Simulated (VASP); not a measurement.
Set up this calculation in VASP 6.6.1, as the native input.

```yaml
Task: single point
Functional: PBE
Potentials_or_basis: VASP PAW PBE potentials, release 64 (Ti_sv, Al)
Cutoff: 520 eV
k_mesh: 14 × 14 × 14
Occupations: gaussian, width 0.1 eV
Spin: no spin polarisation
Dipole_correction: no
Further_INCAR_settings: ALGO = Fast; EDIFF = 1e-06; NBANDS = 14
```

The structure of TiAl lies in POSCAR:

```
TiAl
1.0
    3.1212588258      0.0000000000      0.0000000000
    0.0000000000      3.1212588258      0.0000000000
    0.0000000000      0.0000000000      3.1212588258
Ti Al
1 1
Direct
    0.5000000000      0.5000000000      0.5000000000
    0.0000000000      0.0000000000      0.0000000000
```

This cell differs from its parent crystal: volume scaled by 0.94.

These files were run (other wordings do the same):

INCAR

```
ALGO = Fast ; EDIFF = 1E-6
ENCUT = 520 ; GGA = PE
ISIF = 2 ; ISMEAR = 0
LASPH = True ; LCHARG = False
LREAL = False ; LWAVE = False
NBANDS = 14 ; NELM = 80
PREC = Accurate ; SIGMA = 0.1
```

KPOINTS

```
k-points
0
Gamma
  14 14 14
```

Potentials or basis: VASP PAW PBE potentials, release 64 (Ti_sv, Al).

Launch:

```bash
$ cat potpaw_PBE.64/Ti_sv/POTCAR potpaw_PBE.64/Al/POTCAR > POTCAR
$ mpirun -np 1 vasp_std > vasp.out
```

Results of the run:

```json
{
 "Pressure": "7.7 GPa"
}
```

Run time: 2 min on 1 thread of AMD EPYC 7R13 (shared host), peak memory 0.14 GiB.
